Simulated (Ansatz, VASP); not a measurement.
**One calculation of Pb, two programs**

```
Pb
1.0
     0.00000    2.52142    2.52142
     2.52142    0.00000    2.52142
     2.52142    2.52142    0.00000
Pb
1
Direct
  0.00000 0.00000 0.00000
```

Alike in both runs: functional PBE; k mesh 14 × 14 × 14; occupations fermi-dirac, width 0.05 eV; non-collinear spin, spin-orbit coupling.

Ansatz relaxed the structure, and its values are those at the end. VASP's run is a single point on that final structure, the one shown.

|  | VASP | Ansatz |
| --- | --- | --- |
| version | VASP 6.6.1 | Ansatz 0.2.0 |
| potentials or method | VASP PAW PBE potentials, release 64 (Pb_d) | PAW with Ansatz's default frozen-core files, fully relativistic files with spin-orbit coupling |
| plane-wave cutoff (eV) | 520 | 420 |
| valence electrons in the cell | 14 | 14 |

```csv
,VASP,Ansatz,Ansatz less VASP
pressure (GPa),0.0,0.0,-0.01
net moment per atom (μB),0.00,0.00,0.000
```

With one functional, cell and mesh, what is left measures potentials, basis and numerics.
